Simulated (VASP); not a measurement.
# ZnSe in VASP: single point with LDA

Aim: the single point of ZnSe with LDA.

Everything below comes from runs of VASP 6.6.1. Logs are shortened: lines on timing, memory, paths and dates and some standing lists are left out, and cuts for length are marked.

### Step 1. The cell of the first run

The cell holds a slab with vacuum, 12 atoms: a = 3.937 Å, b = 5.568 Å, c = 24.842 Å, α = 90.00°, β = 90.00°, γ = 90.00°.

### Step 2. Single point, LDA

Input file INCAR:

```
SYSTEM = ZnSe
PREC = Accurate ; ENCUT = 520
EDIFF = 1E-7 ; ISMEAR = 0
SIGMA = 0.05 ; LREAL = .FALSE.
LASPH = .TRUE. ; NELM = 100
ALGO = Normal ; ISIF = 2
LWAVE = .FALSE. ; LCHARG = .FALSE.
LDIPOL = .TRUE. ; IDIPOL = 3
DIPOL = 0.5 0.5 0.500 ; GGA = CA
NBANDS = 66
```

Input file KPOINTS:

```
Automatic mesh
0
G
  7 5 1
  0 0 0
```

Input file POSCAR:

```
ZnSe
1.0
    3.9368363058      0.0000000000      0.0000000000
    0.0000000000      5.5675272965      0.0000000000
    0.0000000000      0.0000000000     24.8420907645
Zn Se
6 6
Direct
    0.5000000000      0.5000000000      0.3019069559
    0.0000000000      0.0000000000      0.3811441735
    0.5000000000      0.5000000000      0.4603813912
    0.0000000000      0.0000000000      0.5396186088
    0.5000000000      0.5000000000      0.6188558265
    0.0000000000      0.0000000000      0.6980930441
    0.0000000000      0.7500000000      0.3019069559
    0.5000000000      0.2500000000      0.3811441735
    0.0000000000      0.7500000000      0.4603813912
    0.5000000000      0.2500000000      0.5396186088
    0.0000000000      0.7500000000      0.6188558265
    0.5000000000      0.2500000000      0.6980930441
```

Potentials or basis: VASP PAW LDA potentials, release 64 (Zn, Se).

Command:

```bash
> cat potpaw_LDA.64/Zn/POTCAR potpaw_LDA.64/Se/POTCAR > POTCAR
> mpirun -np 1 vasp_std > vasp.out
```

OUTCAR:

```text
SYSTEM = ZnSe
   PREC = Accurate
   ENCUT = 520
   EDIFF = 1E-7
   ISMEAR = 0
   LREAL = .FALSE.
   LASPH = .TRUE.
   NELM = 100
   ISIF = 2
   GGA = CA

 ion  position               nearest neighbor table
   1  0.500  0.500  0.302-   8 2.41   7 2.41   7 2.41
   2  0.000  0.000  0.381-   7 2.41   8 2.41   8 2.41   9 2.41
   3  0.500  0.500  0.460-  10 2.41   9 2.41   9 2.41   8 2.41
   4  0.000  0.000  0.540-   9 2.41  10 2.41  10 2.41  11 2.41
   5  0.500  0.500  0.619-  12 2.41  11 2.41  11 2.41  10 2.41
   6  0.000  0.000  0.698-  11 2.41  12 2.41  12 2.41
   7  0.000  0.750  0.302-   2 2.41   1 2.41   1 2.41
   8  0.500  0.250  0.381-   1 2.41   2 2.41   2 2.41   3 2.41
   9  0.000  0.750  0.460-   4 2.41   3 2.41   3 2.41   2 2.41
  10  0.500  0.250  0.540-   3 2.41   4 2.41   4 2.41   5 2.41
  11  0.000  0.750  0.619-   6 2.41   5 2.41   5 2.41   4 2.41
  12  0.500  0.250  0.698-   5 2.41   6 2.41   6 2.41

  LATTYP: Found a simple orthorhombic cell.
 ALAT       =     3.9368363058
 B/A-ratio  =     1.4142135624
 C/A-ratio  =     6.3101660407

  Lattice vectors:

 A1 = (   3.9368363058,   0.0000000000,   0.0000000000)
 A2 = (   0.0000000000,   5.5675272965,   0.0000000000)
 A3 = (   0.0000000000,   0.0000000000,  24.8420907645)

Analysis of symmetry for initial positions (statically):
=====================================================================
 Subroutine PRICEL returns:
 Original cell was already a primitive cell.

 Routine SETGRP: Setting up the symmetry group for a
 simple orthorhombic supercell.

 Subroutine GETGRP returns: Found  4 space group operations
 (whereof  2 operations were pure point group operations)
 out of a pool of  8 trial point group operations.

The static configuration has the point symmetry C_1h.
 The point group associated with its full space group is C_2v.

Analysis of symmetry for dynamics (positions and initial velocities):
=====================================================================
 Subroutine PRICEL returns:
 Original cell was already a primitive cell.

 Routine SETGRP: Setting up the symmetry group for a
 simple orthorhombic supercell.

 Subroutine GETGRP returns: Found  4 space group operations
 (whereof  2 operations were pure point group operations)
 out of a pool of  8 trial point group operations.

The dynamic configuration has the point symmetry C_1h.
 The point group associated with its full space group is C_2v.

 Subroutine INISYM returns: Found  4 space group operations
 (whereof  2 operations are pure point group operations),
 and found     1 'primitive' translations

----------------------------------------------------------------------------------------

                                     Primitive cell

  volume of cell :     544.5000

  direct lattice vectors                    reciprocal lattice vectors
     3.936836306  0.000000000  0.000000000     0.254011069  0.000000000  0.000000000
     0.000000000  5.567527296  0.000000000     0.000000000  0.179612950  0.000000000
     0.000000000  0.000000000 24.842090764     0.000000000  0.000000000  0.040254261

  length of vectors
     3.936836306  5.567527296 24.842090764     0.254011069  0.179612950  0.040254261

  position of ions in fractional coordinates (direct lattice)
     0.500000000  0.500000000  0.301906956
     0.000000000  0.000000000  0.381144173
     0.500000000  0.500000000  0.460381391
     0.000000000  0.000000000  0.539618609
     0.500000000  0.500000000  0.618855827
     0.000000000  0.000000000  0.698093044
     0.000000000  0.750000000  0.301906956
     0.500000000  0.250000000  0.381144173
     0.000000000  0.750000000  0.460381391
     0.500000000  0.250000000  0.539618609
     0.000000000  0.750000000  0.618855827
     0.500000000  0.250000000  0.698093044

  ion indices of the primitive-cell ions
   primitive index   ion index
                 1           1
                 2           2
                 3           3
                 4           4
                 5           5
                 6           6
                 7           7
                 8           8
                 9           9
                10          10
                11          11
                12          12

----------------------------------------------------------------------------------------

 KPOINTS: Automatic mesh

Automatic generation of k-mesh.
 Grid dimensions read from file:
 generate k-points for:    7    5    1

 Generating k-lattice:

  Cartesian coordinates                     Fractional coordinates (reciprocal lattice)
     0.036287296  0.000000000  0.000000000     0.142857143  0.000000000  0.000000000
     0.000000000  0.035922590  0.000000000     0.000000000  0.200000000  0.000000000
     0.000000000  0.000000000  0.040254261     0.000000000  0.000000000  1.000000000

  Length of vectors
     0.036287296  0.035922590  0.040254261

  Shift w.r.t. Gamma in fractional coordinates (k-lattice)
     0.000000000  0.000000000  0.000000000

 Subroutine IBZKPT returns following result:
 ===========================================

 Found     12 irreducible k-points:

 Following reciprocal coordinates:
            Coordinates               Weight
  0.000000  0.000000  0.000000      1.000000
  0.142857  0.000000  0.000000      2.000000
  0.285714  0.000000  0.000000      2.000000
  0.428571  0.000000  0.000000      2.000000
  0.000000  0.200000  0.000000      2.000000
  0.142857  0.200000  0.000000      4.000000
  0.285714  0.200000  0.000000      4.000000
  0.428571  0.200000  0.000000      4.000000
  0.000000  0.400000  0.000000      2.000000
  0.142857  0.400000  0.000000      4.000000
  0.285714  0.400000  0.000000      4.000000
  0.428571  0.400000  0.000000      4.000000
   k-points           NKPTS =     12   k-points in BZ     NKDIM =     12   number of bands    NBANDS=     66
   number of dos      NEDOS =    301   number of ions     NIONS =     12
   total plane-waves  NPLWV = 241920
   dimension x,y,z NGX =    30 NGY =   42 NGZ =  192
   dimension x,y,z NGXF=    60 NGYF=   84 NGZF=  384
   ions per type =               6   6
   NGX,Y,Z   is equivalent  to a cutoff of  12.67, 12.54, 12.85 a.u.
   NGXF,Y,Z  is equivalent  to a cutoff of  25.34, 25.08, 25.70 a.u.
 SYSTEM =  ZnSe
   PREC   = accura    normal or accurate (medium, high low for compatibility)
   ISTART =      0    job   : 0-new  1-cont  2-samecut
   ICHARG =      2    charge: 1-file 2-atom 10-const
   ISPIN  =      1    spin polarized calculation?
   LNONCOLLINEAR =      F non collinear calculations
   LSORBIT =      F    spin-orbit coupling
   LASPH  =      T    aspherical Exc in radial PAW
   ENCUT  =  520.0 eV  38.22 Ry    6.18 a.u.   7.32 10.35 46.19*2*pi/ulx,y,z
   NELM   =    100;   NELMIN=  2; NELMDL= -5     # of ELM steps
   EDIFF  = 0.1E-06   stopping-criterion for ELM
   LREAL  =      F    real-space projection
   EDIFFG = 0.1E-05   stopping-criterion for IOM
   NSW    =      0    number of steps for IOM
   IBRION =     -1    ionic relax: 0-MD 1-quasi-New 2-CG
   NFREE  =      0    steps in history (QN), initial steepest desc. (CG)
   ISIF   =      2    stress and relaxation
   ISYM   =      2    0-nonsym 1-usesym 2-fastsym
   POTIM  = 0.5000    time-step for ionic-motion
   TEBEG  =    0.0;   TEEND  =   0.0 temperature during run
   PSTRESS=    0.0 pullay stress
   NELECT =     108.0000    total number of electrons
   NUPDOWN=      -1.0000    fix difference up-down
   EMIN   =  10.00;   EMAX   =-10.00  energy-range for DOS
   EFERMI =   0.00;   METHOD = LEGACY
   ISMEAR =     0;   SIGMA  =   0.05  broadening in eV -4-tet -1-fermi 0-gaus
   EFERMI_NEDOS =   21; number of points for ismear=-14 and -15
   IALGO  =     38    algorithm
   IMIX   =      4    mixing-type and parameters
     AMIX     =   0.40;   BMIX     =  1.00
     AMIX_MAG =   1.60;   BMIX_MAG =  1.00
  volume/ion in A,a.u.               =      45.37       306.21
  Fermi-wavevector in a.u.,A,eV,Ry     =   0.954736  1.804190 12.402003  0.911522
  Thomas-Fermi vector in A             =   2.083510
   LORBIT       =      0    0 simple, 1 ext, 2 COOP (PROOUT), +10 PAW based schemes
   GGA     = CA    functional components
   LHFCALC =     F    Hartree Fock is set to
   AEXX    =    0.0000 exact exchange contribution
   IVDW    =     0    specifies the selected vdW correction
   LEPSILON=     F    determine dielectric tensor
   LRPA    =     F    only Hartree local field effects (RPA)
 non-spin polarized calculation
 Gauss-broadening in eV      SIGMA  =   0.05
  energy-cutoff  :      520.00
  volume of cell :      544.50
 maximum number of plane-waves:     14701
 NGX is ok and might be reduce to    30
   NGX = 15   NGY = 21   NGZ = 93

 dipolmoment           0.000000      0.000000      0.000000 electrons x Angstroem

 number of electron     108.0000043 magnetization

 dipolmoment           0.000000      0.000000     -0.000000 electrons x Angstroem

 Free energy of the ion-electron system (eV)
  ---------------------------------------------------
  ext. energy  EPLUGINS =         0.00000000
  ---------------------------------------------------
  free energy    TOTEN  =       -41.77282299 eV

  energy without entropy =      -41.77282299  energy(sigma->0) =      -41.77282299

 E-fermi :  -1.6411     XC(G=0):  -5.3248

 val. band max:       -1.8832900557   @ k =   0.0000   0.0000   0.0000
 cond. band min:      -0.8332339730   @ k =   0.0000   0.0000   0.0000
 fundamental gap:      1.0500560827
 Fermi energy:        -1.6410555270

 k-point     1 :       0.0000    0.0000    0.0000
  band No.  band energies     occupation
      1     -15.4034      2.00000
      2     -15.0784      2.00000
      3     -14.6524      2.00000
      4     -14.3734      2.00000
      5     -13.9620      2.00000
      6     -13.9577      2.00000
[... 58 lines left out ...]
     65       3.6893      0.00000
     66       3.7773      0.00000

 k-point     2 :       0.1429    0.0000    0.0000
  band No.  band energies     occupation
      1     -15.3093      2.00000
      2     -14.9975      2.00000
      3     -14.5976      2.00000
      4     -14.3580      2.00000
      5     -13.9204      2.00000
      6     -13.9189      2.00000
[... 58 lines left out ...]
     65       3.3016      0.00000
     66       3.3711      0.00000

 k-point     3 :       0.2857    0.0000    0.0000
  band No.  band energies     occupation
      1     -15.0581      2.00000
      2     -14.7914      2.00000
      3     -14.4792      2.00000
      4     -14.3557      2.00000
      5     -13.8300      2.00000
      6     -13.8233      2.00000
[... 610 lines left out ...]
     65       4.1750      0.00000
     66       4.2040      0.00000

 k-point    12 :       0.4286    0.4000    0.0000
  band No.  band energies     occupation
      1     -14.6496      2.00000
      2     -14.5910      2.00000
      3     -14.4526      2.00000
      4     -14.4378      2.00000
      5     -13.7463      2.00000
      6     -13.7442      2.00000
[... 58 lines left out ...]
     65       4.1418      0.00000
     66       4.1819      0.00000

------------------------ aborting loop because EDIFF is reached ----------------------------------------

 vacuum level on the upper side and lower side of the slab       (xc-potential included)        -0.080        -0.080

  FORCE on cell =-STRESS in cart. coord.  units (eV):
  Direction    XX          YY          ZZ          XY          YZ          ZX
  --------------------------------------------------------------------------------------
  -------------------------------------------------------------------------------------
  Total       -2.1760910     -2.2465073     -0.0848588      0.0000000      0.0000000      0.0000000
  in kB       -6.4030924     -6.6102908     -0.2496948      0.0000000      0.0000000      0.0000000
  external PRESSURE =      -4.4210260 kB  Pullay stress =       0.0000000 kB

 VOLUME and BASIS-vectors are now :
 -----------------------------------------------------------------------------
  energy-cutoff  :      520.00
  volume of cell :      544.50
      direct lattice vectors                 reciprocal lattice vectors
     3.936836306  0.000000000  0.000000000     0.254011069  0.000000000  0.000000000
     0.000000000  5.567527296  0.000000000     0.000000000  0.179612950  0.000000000
     0.000000000  0.000000000 24.842090764     0.000000000  0.000000000  0.040254261

 POSITION                                       TOTAL-FORCE (eV/Angst)
 -----------------------------------------------------------------------------------
      1.96842      2.78376      7.50000         0.000000      1.047067      1.084259
      0.00000      0.00000      9.46842         0.000000     -0.204006      0.005972
      1.96842      2.78376     11.43684         0.000000      0.100787      0.074607
      0.00000      0.00000     13.40525         0.000000      0.100787     -0.074607
      1.96842      2.78376     15.37367         0.000000     -0.204006     -0.005972
      0.00000      0.00000     17.34209         0.000000      1.047067     -1.084259
      0.00000      4.17565      7.50000         0.000000     -0.496120     -0.901305
      1.96842      1.39188      9.46842         0.000000     -0.405450     -0.377839
      0.00000      4.17565     11.43684         0.000000     -0.042278      0.163132
      1.96842      1.39188     13.40525         0.000000     -0.042278     -0.163132
      0.00000      4.17565     15.37367         0.000000     -0.405450      0.377839
      1.96842      1.39188     17.34209         0.000000     -0.496120      0.901305
 -----------------------------------------------------------------------------------
    total drift:                                0.000000      0.000133      0.000000

  FREE ENERGIE OF THE ION-ELECTRON SYSTEM (eV)
  ---------------------------------------------------
  free  energy   TOTEN  =       -41.7728229946 eV

  energy  without entropy=      -41.7728229946  energy(sigma->0) =      -41.77282299

 vacuum level on the upper side and lower side of the slab         3.422         3.422
```

Wall time 30 min (1 thread of Intel Xeon 8259CL, shared host); peak memory 0.6 GiB.

Results:

```
Free energy            : -41.7728 eV
Largest force          : 1.507 eV/Å
Band gap on the k mesh : 1.05 eV
```

Forces on the atoms (eV/Å):
```
Zn   0.000  1.047  1.084
Zn   0.000 -0.204  0.006
Zn   0.000  0.101  0.075
Zn   0.000  0.101 -0.075
Zn   0.000 -0.204 -0.006
Zn   0.000  1.047 -1.084
Se   0.000 -0.496 -0.901
Se   0.000 -0.405 -0.378
Se   0.000 -0.042  0.163
Se   0.000 -0.042 -0.163
Se   0.000 -0.405  0.378
Se   0.000 -0.496  0.901
```
